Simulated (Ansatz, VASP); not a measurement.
**Al in VASP and in Ansatz**

INCAR

```
PREC = Accurate
ENCUT = 520
EDIFF = 1E-7
ISMEAR = 0
SIGMA = 0.15
LREAL = False
LASPH = True
NELM = 60
ALGO = Fast
ISIF = 2
LWAVE = False
LCHARG = False
GGA = PE
NBANDS = 8
```

File KPOINTS:

```
Automatic mesh
0
Gamma
  20 20 20
```

The input POSCAR:

```
Al
1.0
    0.0000000000      2.0239800000      1.9936203000
    2.0239800000      0.0000000000      1.9936203000
    2.0239800000      2.0239800000      0.0000000000
Al
1
Direct
    0.0000000000      0.0000000000      0.0000000000
```

Input for Ansatz:

```yaml
crystal:
  lattice:
    - [0.0, 2.02398, 1.9936203]
    - [2.02398, 0.0, 1.9936203]
    - [2.02398, 2.02398, 0.0]
  atoms:
    - { symbol: Al, position: [0.0, 0.0, 0.0] }
basis:
  ecutwfc: 420
kpoints:
  mp_grid: { grid: [20, 20, 20] }
hamiltonian:
  xc: pbe
scf:
  occupations: { method: gaussian, width: 0.15 }
output:
  forces: true
  stress: true
  eigenvalues: true
  write_density: true
  write_potential: true
  elf: true
  volumetric_format: npy
```

Change from the starting cell: strain +0.000 along x and y, -0.015 along z, atoms carried along.

Alike in both runs: task single point; functional PBE; k mesh 20 × 20 × 20; occupations gaussian, width 0.15 eV; no spin polarisation.

```csv
,VASP,Ansatz
version,VASP 6.6.1,Ansatz 0.2.0
potentials or method,"VASP PAW PBE potentials, release 64 (Al), cutoff 520 eV","scalar-relativistic, plane waves, PAW"
valence electrons in the cell,3,3
```

Ansatz gave:

| Item | Value |
| --- | --- |
| gap on the k mesh at the Fermi level (eV) | none |
| pressure (GPa) | 0.8 |
| traceless stress, the component that is largest in VASP (GPa) | 0.14 |

Estimate VASP's values.

gap on the k mesh at the Fermi level (eV): none; pressure (GPa): 0.7; traceless stress, the component that is largest in VASP (GPa): 0.13.

A gap of «none» marks a metal or a gap that the smearing closes.
